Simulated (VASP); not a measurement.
Wanted: the native input for a VASP 6.6.1 run.

| Item | Value |
| --- | --- |
| Task | single point |
| Functional | PBE |
| Potentials or basis | VASP PAW PBE potentials, release 64 (Zn, Se) |
| Cutoff | 520 eV |
| k mesh | 12 × 12 × 12 |
| Occupations | fermi-dirac, width 0.08 eV |
| Spin | no spin polarisation |
| Dipole correction | no |
| Further INCAR settings | ALGO = Normal; EDIFF = 1e-06; NBANDS = 16 |

The structure of ZnSe (zincblende type) lies in POSCAR:

```
ZnSe
1.0
    0.0000000000      2.8656182259      2.8656182259
    2.8656182259      0.0000000000      2.8656182259
    2.8656182259      2.8656182259      0.0000000000
Zn Se
1 1
Direct
    0.0000000000      0.0000000000      0.0000000000
    0.2500000000      0.2500000000      0.2500000000
```

These files were run (other wordings do the same):

INCAR

```
SYSTEM = ZnSe
PREC = Accurate
ENCUT = 520
EDIFF = 1E-6
ISMEAR = -1
SIGMA = 0.08
LREAL = .False.
LASPH = .True.
NELM = 80
ALGO = Normal
ISIF = 2
LWAVE = .False.
LCHARG = .False.
GGA = PE
NBANDS = 16
```

KPOINTS

```
regular mesh
0
Gamma
  12 12 12
  0 0 0
```

Potentials or basis: VASP PAW PBE potentials, release 64 (Zn, Se).

Command:

```sh
$ cat potpaw_PBE.64/Zn/POTCAR potpaw_PBE.64/Se/POTCAR > POTCAR
$ mpirun -np 1 vasp_std > vasp.out
```

Results of the run:

The pressure is 0.3 GPa and the band gap on the k mesh is 1.16 eV, direct.

It took 30 s on 1 thread of AMD EPYC 9R45 96-Core Processor (Zen 5) (shared host), peak memory 0.17 GiB.
